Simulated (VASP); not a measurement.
SrAg4Sb2, 7 atoms in the cell. It takes space group R-3m (No. 166, trigonal). Conventional cell: a = 4.849 Å, b = 4.849 Å, c = 25.600 Å, α = 90.00°, β = 90.00°, γ = 120.00°. Sr (site symmetry -3m) has 6 Sb at 3.45 Å and 8 Ag at 3.63 to 3.82 Å within 4.5 Å. Ag (site symmetry 3m) has 4 Sb at 2.88 to 3.23 Å and 9 Ag at 2.98 to 3.62 Å and 1 Sr at 3.63 Å within 3.8 Å. Ag (site symmetry 3m) has 3 Sb at 2.86 Å and 7 Ag at 2.98 to 3.62 Å and 3 Sr at 3.82 Å within 3.9 Å. Within 3.8 Å of Sb (site symmetry 3m) lie 7 Ag at 2.86 to 3.23 Å and 3 Sr at 3.45 Å. 

```yaml
Program: VASP 6.6.1
Task: single point
Functional: PBEsol
Dispersion: D3(BJ)
Potentials_or_basis: VASP PAW PBE potentials, release 64 (Sr_sv, Ag, Sb)
Cutoff: 500 eV
k_mesh: 7 × 7 × 7
Occupations: fermi-dirac, width 0.1 eV
Spin: no spin polarisation
Dipole_correction: no
Further_INCAR_settings: ALGO = Normal; EDIFF = 1e-06; NBANDS = 41
```

Potentials or basis: VASP PAW PBE potentials, release 64 (Sr_sv, Ag, Sb).

Run with:

```bash
$ cat potpaw_PBE.64/Sr_sv/POTCAR potpaw_PBE.64/Ag/POTCAR potpaw_PBE.64/Sb/POTCAR > POTCAR
$ mpirun -np 1 vasp_std > vasp.out
```

Hardware: 1 thread of Intel(R) Xeon(R) Platinum 8259CL CPU @ 2.50GHz (Skylake/Cascade Lake), on a shared host.

Q: Estimate the wall time of this run.

A: Wall time 18 min on 1 thread of Intel(R) Xeon(R) Platinum 8259CL CPU @ 2.50GHz (Skylake/Cascade Lake), with other jobs on the host, peak memory 0.82 GiB. Counts: scf iterations 13, k points 44.
